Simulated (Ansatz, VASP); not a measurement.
H2Se: VASP beside Ansatz

Contents of INCAR:

```
SYSTEM = H2Se
  PREC = Accurate
  ENCUT = 600
  EDIFF = 1E-6
  ISMEAR = 0
  SIGMA = 0.1
  LREAL = .False.
  LASPH = .True.
  NELM = 100
  ALGO = Normal
  ISIF = 3
  LWAVE = .False.
  LCHARG = .False.
  GGA = PE
  IBRION = 2
  NSW = 100
  EDIFFG = -0.01
```

File KPOINTS:

```
Automatic mesh
0
Gamma
  8 8 12
  0 0 0
```

Contents of POSCAR:

```
H2Se
1.0
    5.2990665871      0.0000000000      0.0000000000
    0.0000000000      5.2990665871      0.0000000000
    0.0000000000      0.0000000000      3.0199244581
H Se
4 2
Direct
    0.3679042770      0.3679042770      0.0000000000
    0.1320957230      0.8679042770      0.5000000000
    0.6320957230      0.6320957230      0.0000000000
    0.8679042770      0.1320957230      0.5000000000
    0.0000000000      0.0000000000      0.0000000000
    0.5000000000      0.5000000000      0.5000000000
```

Input for Ansatz:

```yaml
crystal:
  lattice:
    - [5.2990665738, 0.0, 0.0]
    - [0.0, 5.2990665738, 0.0]
    - [0.0, 0.0, 3.0199244578]
  atoms:
    - { symbol: H, position: [0.3679042776, 0.3679042776, 0.0] }
    - { symbol: H, position: [0.1320957224, 0.8679042776, 0.5] }
    - { symbol: H, position: [0.6320957224, 0.6320957224, 0.0] }
    - { symbol: H, position: [0.8679042776, 0.1320957224, 0.5] }
    - { symbol: Se, position: [0.0, 0.0, 0.0] }
    - { symbol: Se, position: [0.5, 0.5, 0.5] }
basis:
  ecutwfc: 420
kpoints:
  mp_grid: { grid: [8, 8, 12] }
hamiltonian:
  xc: pbe
scf:
  occupations: { method: gaussian, width: 0.1 }
output:
  forces: true
  stress: true
  eigenvalues: true
  write_density: true
  write_potential: true
  elf: true
  volumetric_format: npy
relax:
  adjacent_minimum: "off"
  f_tol: 0.01
  max_steps: 80
  cell: { stress_tol: 0.05 }
```

Alike in both runs: task relaxation of cell and atoms; functional PBE; k mesh 8 × 8 × 12; occupations gaussian, width 0.1 eV; no spin polarisation.

|  | VASP | Ansatz |
| --- | --- | --- |
| version | VASP 6.6.1 | Ansatz 0.2.0 |
| potentials or method | VASP PAW PBE potentials, release 64 (H, Se), cutoff 600 eV | scalar-relativistic, plane waves, PAW |
| valence electrons in the cell | 16 | 36 |

|  | VASP | Ansatz | Ansatz less VASP |
| --- | --- | --- | --- |
| gap on the k mesh at the Fermi level, each at its own relaxed structure (eV) | none | none | - |
| relaxed volume (Å³/atom) | 14.13 | 14.13 | 0.000 |
| relaxed cell length with the largest relative difference (Å) | 3.020 | 3.020 | 0.0000 |

A gap of «none» marks a metal or a gap that the smearing closes. VASP's potentials hold 16 valence electrons a cell and Ansatz's 36, so a difference there can come from the potentials and not from the codes.

Noted on VASP's run: the relaxation stopped at its first step, so nothing moved.
